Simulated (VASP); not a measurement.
Input of a VASP 6.6.1 run:

Contents of INCAR:

```
SYSTEM = KF
  PREC = Accurate
  ENCUT = 520
  EDIFF = 1E-8
  ISMEAR = -1
  SIGMA = 0.01
  LREAL = .False.
  LASPH = .True.
  NELM = 80
  ALGO = Normal
  ISIF = 2
  LWAVE = .False.
  LCHARG = .False.
  GGA = PE
  LEFG = .True.
  NBANDS = 15
```

Contents of KPOINTS:

```
regular mesh
0
Gamma
  9 9 9
  0 0 0
```

Contents of POSCAR:

```
KF
1.0
    0.0000000000      2.6999720186      2.6999720186
    2.6999720186      0.0000000000      2.6999720186
    2.6999720186      2.6999720186      0.0000000000
K F
1 1
Direct
    0.0000000000      0.0000000000      0.0000000000
    0.5000000000      0.5000000000      0.5000000000
```

Potentials or basis: VASP PAW PBE potentials, release 64 (K_sv, F).

Launch:

```bash
$ cat potpaw_PBE.64/K_sv/POTCAR potpaw_PBE.64/F/POTCAR > POTCAR
$ mpirun -np 1 vasp_std > vasp.out
```

(1) What does it give for the band gap on the k mesh?

(2) Predict the pressure.

## Answers

(1) 6.00 eV, direct.

(2) 0.4 GPa.

Caveat: without QUAD_EFG the Cq values of the log hold for a quadrupole moment of 1 mb, not for the nuclei.
